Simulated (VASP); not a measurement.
# Sn4Se3S (Pm-3m) in VASP: notebook

Sn4Se3S is run at these levels: PBE; tasks: single point.

All numbers are computed with VASP 6.6.1; they aren't measurements. Logs are shortened: lines on timing, memory, paths and dates and some standing lists are left out, and cuts for length are marked.

### Step 1. The cell of the first run

It takes space group Pm-3m (No. 221, cubic). Conventional cell: a = 6.013 Å, b = 6.013 Å, c = 6.013 Å, α = 90.00°, β = 90.00°, γ = 90.00°. Sn (site symmetry m-3m) has 6 Se at 3.01 Å within 4.0 Å. Sn (site symmetry 4/mmm) has 4 Se at 3.01 Å and 2 S at 3.01 Å within 4.0 Å. Se (site symmetry 4/mmm) has 6 Sn at 3.01 Å within 4.0 Å. S (site symmetry m-3m) has 6 Sn at 3.01 Å within 4.0 Å.

### Step 2. Single point, PBE

INCAR

```
SYSTEM = Sn4Se3S
PREC = Accurate ; ENCUT = 520
EDIFF = 1E-6 ; ISMEAR = 0
SIGMA = 0.1 ; LREAL = .FALSE.
LASPH = .TRUE. ; NELM = 80
ALGO = Normal ; ISIF = 2
LWAVE = .FALSE. ; LCHARG = .FALSE.
GGA = PE ; NBANDS = 50
```

KPOINTS

```
Automatic mesh
0
G
  4 4 4
  0 0 0
```

POSCAR

```
Sn4Se3S
1.0
    6.0127095000      0.0000000000      0.0000000000
    0.0000000000      6.0127095000      0.0000000000
    0.0000000000      0.0000000000      6.0127095000
Sn Se S
4 3 1
Direct
    0.5000000000      0.5000000000      0.5000000000
    0.0000000000      0.5000000000      0.0000000000
    0.5000000000      0.0000000000      0.0000000000
    0.0000000000      0.0000000000      0.5000000000
    0.5000000000      0.0000000000      0.5000000000
    0.0000000000      0.5000000000      0.5000000000
    0.5000000000      0.5000000000      0.0000000000
    0.0000000000      0.0000000000      0.0000000000
```

Potentials or basis: VASP PAW PBE potentials, release 64 (Sn_d, Se, S).

On the command line:

```
$ cat potpaw_PBE.64/Sn_d/POTCAR potpaw_PBE.64/Se/POTCAR potpaw_PBE.64/S/POTCAR > POTCAR
$ mpirun -np 1 vasp_std > vasp.out
```

OUTCAR:

```text
SYSTEM = Sn4Se3S
   PREC = Accurate
   ENCUT = 520
   EDIFF = 1E-6
   ISMEAR = 0
   LREAL = .FALSE.
   LASPH = .TRUE.
   NELM = 80
   ISIF = 2
   GGA = PE

 ion  position               nearest neighbor table
   1  0.500  0.500  0.500-   5 3.01   6 3.01   7 3.01   7 3.01   5 3.01   6 3.01
   2  0.000  0.500  0.000-   6 3.01   7 3.01   8 3.01   6 3.01   8 3.01   7 3.01
   3  0.500  0.000  0.000-   5 3.01   7 3.01   8 3.01   5 3.01   7 3.01   8 3.01
   4  0.000  0.000  0.500-   5 3.01   6 3.01   8 3.01   8 3.01   6 3.01   5 3.01
   5  0.500  0.000  0.500-   1 3.01   3 3.01   4 3.01   3 3.01   1 3.01   4 3.01
   6  0.000  0.500  0.500-   1 3.01   2 3.01   4 3.01   2 3.01   4 3.01   1 3.01
   7  0.500  0.500  0.000-   1 3.01   2 3.01   3 3.01   1 3.01   3 3.01   2 3.01
   8  0.000  0.000  0.000-   2 3.01   3 3.01   4 3.01   4 3.01   2 3.01   3 3.01

  LATTYP: Found a simple cubic cell.
 ALAT       =     6.0127095000

  Lattice vectors:

 A1 = (   6.0127095000,   0.0000000000,   0.0000000000)
 A2 = (   0.0000000000,   6.0127095000,   0.0000000000)
 A3 = (   0.0000000000,   0.0000000000,   6.0127095000)

Analysis of symmetry for initial positions (statically):
=====================================================================
 Subroutine PRICEL returns:
 Original cell was already a primitive cell.

 Routine SETGRP: Setting up the symmetry group for a
 simple cubic supercell.

 Subroutine GETGRP returns: Found 48 space group operations
[... 9 lines left out ...]

 Routine SETGRP: Setting up the symmetry group for a
 simple cubic supercell.

 Subroutine GETGRP returns: Found 48 space group operations
[... 11 lines left out ...]
                                     Primitive cell

  volume of cell :     217.3755

  direct lattice vectors                    reciprocal lattice vectors
     6.012709500  0.000000000  0.000000000     0.166314371  0.000000000  0.000000000
     0.000000000  6.012709500  0.000000000     0.000000000  0.166314371  0.000000000
     0.000000000  0.000000000  6.012709500     0.000000000  0.000000000  0.166314371

  length of vectors
     6.012709500  6.012709500  6.012709500     0.166314371  0.166314371  0.166314371

  position of ions in fractional coordinates (direct lattice)
     0.500000000  0.500000000  0.500000000
     0.000000000  0.500000000  0.000000000
     0.500000000  0.000000000  0.000000000
     0.000000000  0.000000000  0.500000000
     0.500000000  0.000000000  0.500000000
     0.000000000  0.500000000  0.500000000
     0.500000000  0.500000000  0.000000000
     0.000000000  0.000000000  0.000000000

  ion indices of the primitive-cell ions
   primitive index   ion index
                 1           1
                 2           2
                 3           3
                 4           4
                 5           5
                 6           6
                 7           7
                 8           8

----------------------------------------------------------------------------------------

 KPOINTS: Automatic mesh

Automatic generation of k-mesh.
 Grid dimensions read from file:
 generate k-points for:    4    4    4

 Generating k-lattice:

  Cartesian coordinates                     Fractional coordinates (reciprocal lattice)
     0.041578593  0.000000000  0.000000000     0.250000000  0.000000000  0.000000000
     0.000000000  0.041578593  0.000000000     0.000000000  0.250000000  0.000000000
     0.000000000  0.000000000  0.041578593     0.000000000  0.000000000  0.250000000

  Length of vectors
     0.041578593  0.041578593  0.041578593

  Shift w.r.t. Gamma in fractional coordinates (k-lattice)
     0.000000000  0.000000000  0.000000000

 Subroutine IBZKPT returns following result:
 ===========================================

 Found     10 irreducible k-points:

 Following reciprocal coordinates:
            Coordinates               Weight
  0.000000  0.000000  0.000000      1.000000
  0.250000  0.000000  0.000000      6.000000
  0.500000  0.000000  0.000000      3.000000
  0.250000  0.250000  0.000000     12.000000
  0.500000  0.250000  0.000000     12.000000
  0.500000  0.500000  0.000000      3.000000
  0.250000  0.250000  0.250000      8.000000
  0.500000  0.250000  0.250000     12.000000
  0.500000  0.500000  0.250000      6.000000
  0.500000  0.500000  0.500000      1.000000
   k-points           NKPTS =     10   k-points in BZ     NKDIM =     10   number of bands    NBANDS=     50
   number of dos      NEDOS =    301   number of ions     NIONS =      8
   total plane-waves  NPLWV = 110592
   dimension x,y,z NGX =    48 NGY =   48 NGZ =   48
   dimension x,y,z NGXF=    96 NGYF=   96 NGZF=   96
   ions per type =               4   3   1
   NGX,Y,Z   is equivalent  to a cutoff of  13.27, 13.27, 13.27 a.u.
   NGXF,Y,Z  is equivalent  to a cutoff of  26.54, 26.54, 26.54 a.u.
 SYSTEM =  Sn4Se3S
   PREC   = accura    normal or accurate (medium, high low for compatibility)
   ISTART =      0    job   : 0-new  1-cont  2-samecut
   ICHARG =      2    charge: 1-file 2-atom 10-const
   ISPIN  =      1    spin polarized calculation?
   LNONCOLLINEAR =      F non collinear calculations
   LSORBIT =      F    spin-orbit coupling
   LASPH  =      T    aspherical Exc in radial PAW
   ENCUT  =  520.0 eV  38.22 Ry    6.18 a.u.  11.18 11.18 11.18*2*pi/ulx,y,z
   NELM   =     80;   NELMIN=  2; NELMDL= -5     # of ELM steps
   EDIFF  = 0.1E-05   stopping-criterion for ELM
   LREAL  =      F    real-space projection
   EDIFFG = 0.1E-04   stopping-criterion for IOM
   NSW    =      0    number of steps for IOM
   IBRION =     -1    ionic relax: 0-MD 1-quasi-New 2-CG
   NFREE  =      0    steps in history (QN), initial steepest desc. (CG)
   ISIF   =      2    stress and relaxation
   ISYM   =      2    0-nonsym 1-usesym 2-fastsym
   POTIM  = 0.5000    time-step for ionic-motion
   TEBEG  =    0.0;   TEEND  =   0.0 temperature during run
   PSTRESS=    0.0 pullay stress
   NELECT =      80.0000    total number of electrons
   NUPDOWN=      -1.0000    fix difference up-down
   EMIN   =  10.00;   EMAX   =-10.00  energy-range for DOS
   EFERMI =   0.00;   METHOD = LEGACY
   ISMEAR =     0;   SIGMA  =   0.10  broadening in eV -4-tet -1-fermi 0-gaus
   EFERMI_NEDOS =   21; number of points for ismear=-14 and -15
   IALGO  =     38    algorithm
   IMIX   =      4    mixing-type and parameters
     AMIX     =   0.40;   BMIX     =  1.00
     AMIX_MAG =   1.60;   BMIX_MAG =  1.00
  volume/ion in A,a.u.               =      27.17       183.37
  Fermi-wavevector in a.u.,A,eV,Ry     =   1.173189  2.217006 18.726680  1.376372
  Thomas-Fermi vector in A             =   2.309606
   LORBIT       =      0    0 simple, 1 ext, 2 COOP (PROOUT), +10 PAW based schemes
   GGA     = PE    functional components
   LHFCALC =     F    Hartree Fock is set to
   AEXX    =    0.0000 exact exchange contribution
   IVDW    =     0    specifies the selected vdW correction
   LEPSILON=     F    determine dielectric tensor
   LRPA    =     F    only Hartree local field effects (RPA)
 non-spin polarized calculation
 Gauss-broadening in eV      SIGMA  =   0.10
  energy-cutoff  :      520.00
  volume of cell :      217.38
 maximum number of plane-waves:      5904
 NGX is ok and might be reduce to    48
   NGX = 23   NGY = 23   NGZ = 23

 number of electron      80.0000012 magnetization

 Free energy of the ion-electron system (eV)
  ---------------------------------------------------
  ext. energy  EPLUGINS =         0.00000000
  ---------------------------------------------------
  free energy    TOTEN  =       -33.28933581 eV

  energy without entropy =      -33.28929148  energy(sigma->0) =      -33.28931365

 E-fermi :   5.8272     XC(G=0):  -9.5459

 val. band max:        5.6084640137   @ k =   0.5000   0.5000   0.5000
 cond. band min:       6.0458819021   @ k =   0.5000   0.5000   0.5000
 fundamental gap:      0.4374178883
 Fermi energy:         5.8271592653

 k-point     1 :       0.0000    0.0000    0.0000
  band No.  band energies     occupation
      1     -16.0853      2.00000
      2     -16.0853      2.00000
      3     -16.0816      2.00000
      4     -16.0701      2.00000
      5     -16.0701      2.00000
      6     -16.0701      2.00000
[... 42 lines left out ...]
     49      10.5611      0.00000
     50      10.9665      0.00000

 k-point     2 :       0.2500    0.0000    0.0000
  band No.  band energies     occupation
      1     -16.0822      2.00000
      2     -16.0811      2.00000
      3     -16.0776      2.00000
      4     -16.0697      2.00000
      5     -16.0671      2.00000
      6     -16.0671      2.00000
[... 42 lines left out ...]
     49       9.9584      0.00000
     50      10.4482      0.00000

 k-point     3 :       0.5000    0.0000    0.0000
  band No.  band energies     occupation
      1     -16.0791      2.00000
      2     -16.0753      2.00000
      3     -16.0706      2.00000
      4     -16.0692      2.00000
      5     -16.0642      2.00000
      6     -16.0621      2.00000
[... 42 lines left out ...]
     49      10.0644      0.00000
     50      10.0824      0.00000

 k-point     4 :       0.2500    0.2500    0.0000
  band No.  band energies     occupation
      1     -16.0788      2.00000
      2     -16.0785      2.00000
      3     -16.0744      2.00000
      4     -16.0671      2.00000
      5     -16.0663      2.00000
      6     -16.0644      2.00000
[... 257 lines left out ...]
 k-point     9 :       0.5000    0.5000    0.2500
  band No.  band energies     occupation
      1     -16.0722      2.00000
      2     -16.0722      2.00000
      3     -16.0702      2.00000
      4     -16.0651      2.00000
      5     -16.0646      2.00000
      6     -16.0646      2.00000
[... 42 lines left out ...]
     49       8.4593      0.00000
     50       8.7196      0.00000

 k-point    10 :       0.5000    0.5000    0.5000
  band No.  band energies     occupation
      1     -16.0721      2.00000
      2     -16.0721      2.00000
      3     -16.0721      2.00000
      4     -16.0656      2.00000
      5     -16.0656      2.00000
      6     -16.0656      2.00000
[... 42 lines left out ...]
     49       6.8449      0.00000
     50       6.8450      0.00000

------------------------ aborting loop because EDIFF is reached ----------------------------------------

  FORCE on cell =-STRESS in cart. coord.  units (eV):
  Direction    XX          YY          ZZ          XY          YZ          ZX
  --------------------------------------------------------------------------------------
  -------------------------------------------------------------------------------------
  Total       -0.2950835     -0.2950835     -0.2950835      0.0000000      0.0000000     -0.0000000
  in kB       -2.1749275     -2.1749275     -2.1749275      0.0000000      0.0000000     -0.0000000
  external PRESSURE =      -2.1749275 kB  Pullay stress =       0.0000000 kB

 VOLUME and BASIS-vectors are now :
 -----------------------------------------------------------------------------
  energy-cutoff  :      520.00
  volume of cell :      217.38
      direct lattice vectors                 reciprocal lattice vectors
     6.012709500  0.000000000  0.000000000     0.166314371  0.000000000  0.000000000
     0.000000000  6.012709500  0.000000000     0.000000000  0.166314371  0.000000000
     0.000000000  0.000000000  6.012709500     0.000000000  0.000000000  0.166314371

 POSITION                                       TOTAL-FORCE (eV/Angst)
 -----------------------------------------------------------------------------------
      3.00635      3.00635      3.00635         0.000000      0.000000      0.000000
      0.00000      3.00635      0.00000         0.000000      0.000000      0.000000
      3.00635      0.00000      0.00000         0.000000      0.000000      0.000000
      0.00000      0.00000      3.00635         0.000000      0.000000      0.000000
      3.00635      0.00000      3.00635         0.000000      0.000000      0.000000
      0.00000      3.00635      3.00635         0.000000      0.000000      0.000000
      3.00635      3.00635      0.00000         0.000000      0.000000      0.000000
      0.00000      0.00000      0.00000         0.000000      0.000000      0.000000
 -----------------------------------------------------------------------------------
    total drift:                                0.000000      0.000000      0.000000

  FREE ENERGIE OF THE ION-ELECTRON SYSTEM (eV)
  ---------------------------------------------------
  free  energy   TOTEN  =       -33.2893358091 eV

  energy  without entropy=      -33.2892914812  energy(sigma->0) =      -33.28931365
```

Wall time 2.4 min (1 thread of Intel Xeon Platinum 8488C (Sapphire Rapids), shared host); peak memory 0.37 GiB.

Results:

| Item | Value |
| --- | --- |
| Free energy | -33.2893 eV |
| Pressure | -0.2 GPa |
| Band gap on the k mesh | 0.44 eV, direct |

Caveat: spin-orbit coupling is left out, which moves the levels of the heavy elements. A k mesh can miss the band edges.

### Step 3. Single point, PBE

INCAR

```
SYSTEM = Sn4Se3S
ALGO     = Normal         ! electronic algorithm
EDIFF    = 1E-7           ! SCF threshold, eV
ENCUT    = 520            ! plane-wave cutoff, eV
GGA      = PE             ! functional
ISIF     = 2              ! what is computed and relaxed
ISMEAR   = 0              ! smearing method
LASPH    = .TRUE.         ! aspherical terms in the spheres
LCHARG   = .FALSE.        ! write CHGCAR
LREAL    = .FALSE.        ! projectors in reciprocal space
LWAVE    = .FALSE.        ! write WAVECAR
NBANDS   = 50             ! bands
NELM     = 100            ! most SCF steps
PREC     = Accurate       ! precision mode
SIGMA    = 0.2            ! smearing width, eV
```

KPOINTS

```
k-points
0
G
  4 4 4
  0 0 0
```

POSCAR is that of step 2.

Potentials or basis: VASP PAW PBE potentials, release 64 (Sn_d, Se, S).

On the command line:

```
$ cat potpaw_PBE.64/Sn_d/POTCAR potpaw_PBE.64/Se/POTCAR potpaw_PBE.64/S/POTCAR > POTCAR
$ mpirun -np 1 vasp_std > vasp.out
```

It took 3.4 min on 1 thread of Intel Xeon Platinum 8488C (Sapphire Rapids), shared host; peak memory 0.37 GiB.

The run converged. Its results:

```yaml
Free_energy: -33.2902 eV
Pressure: -0.2 GPa
Band_gap_on_the_k_mesh: 0.44 eV, direct
```

Levels at points of the mesh, in eV from the valence-band top:
| k point | band 36 | band 37 | band 38 | band 39 | band 40 | band 41 | band 42 | band 43 | band 44 | band 45 |
| --- | --- | --- | --- | --- | --- | --- | --- | --- | --- | --- |
| (0.00, 0.00, 0.00) | -3.60 | -3.60 | -2.26 | -2.26 | -2.26 | 3.06 | 3.06 | 3.06 | 4.26 | 4.26 |
| (0.50, 0.00, 0.00) | -3.00 | -1.77 | -1.70 | -1.00 | -0.84 | 1.49 | 1.50 | 1.96 | 2.09 | 3.91 |
| (0.50, 0.50, 0.00) | -2.13 | -0.72 | -0.72 | -0.62 | -0.59 | 1.06 | 1.06 | 1.12 | 1.22 | 1.68 |
| (0.50, 0.50, 0.50) | -2.00 | -0.11 | 0.00 | 0.00 | 0.00 | 0.44 | 0.44 | 0.44 | 0.55 | 1.21 |

Caveat: spin-orbit coupling is left out, which moves the levels of the heavy elements.

### Step 4. Single point, PBE

INCAR

```
SYSTEM = Sn4Se3S
PREC = Accurate ; ENCUT = 520
EDIFF = 1E-7 ; ISMEAR = 0
SIGMA = 0.02 ; LREAL = .FALSE.
LASPH = .TRUE. ; NELM = 100
ALGO = Normal ; ISIF = 2
LWAVE = .FALSE. ; LCHARG = .FALSE.
GGA = PE ; NBANDS = 50
```

KPOINTS

```
Automatic mesh
0
G
  6 6 6
  0 0 0
```

POSCAR is that of step 3.

On the command line:

```
$ cat potpaw_PBE.64/Sn_d/POTCAR potpaw_PBE.64/Se/POTCAR potpaw_PBE.64/S/POTCAR > POTCAR
$ mpirun -np 1 vasp_std > vasp.out
```

Run time: 2.7 min. Hardware: 1 thread of AMD EPYC 7R13 (Zen 3), shared host; peak memory 0.4 GiB.

The run converged. Its results:

```yaml
Free_energy: -33.3461 eV
Pressure: 0.0 GPa
Band_gap_on_the_k_mesh: 0.26 eV, indirect (least direct gap 0.32 eV)
```

Levels at points of the mesh, in eV from the valence-band top:
| k point | band 37 | band 38 | band 39 | band 40 | band 41 | band 42 | band 43 | band 44 |
| --- | --- | --- | --- | --- | --- | --- | --- | --- |
| (0.00, 0.00, 0.00) | -3.60 | -2.26 | -2.26 | -2.26 | 3.06 | 3.06 | 3.06 | 4.25 |
| (0.50, 0.00, 0.00) | -1.77 | -1.69 | -1.00 | -0.84 | 1.48 | 1.49 | 1.96 | 2.09 |
| (0.50, 0.50, 0.00) | -0.72 | -0.72 | -0.62 | -0.59 | 1.06 | 1.06 | 1.12 | 1.22 |
| (0.50, 0.50, 0.50) | -0.12 | 0.00 | 0.00 | 0.00 | 0.44 | 0.44 | 0.44 | 0.55 |

Caveat: spin-orbit coupling is left out, which moves the levels of the heavy elements.

### Step 5. The runs side by side

```tsv
k mesh	smearing	gap on the mesh (eV)	pressure (GPa)
4 × 4 × 4	gaussian 0.1 eV	0.44	-0.2
4 × 4 × 4	gaussian 0.2 eV	0.44	-0.2
6 × 6 × 6	gaussian 0.02 eV	0.26	0.0
```

Alike in all rows: task single point; level PBE; potentials or basis VASP PAW PBE potentials, release 64 (Sn_d, Se, S); no spin polarisation; cell as given; cutoff (eV) 520.

On the cell as given the gap runs from 0.26 eV (PBE) to 0.44 eV (PBE); the meshes differ, which moves gaps too.

Caveats: spin-orbit coupling is left out, which moves the levels of the heavy elements.

Absolute energies hang on the potentials; compare differences alone.
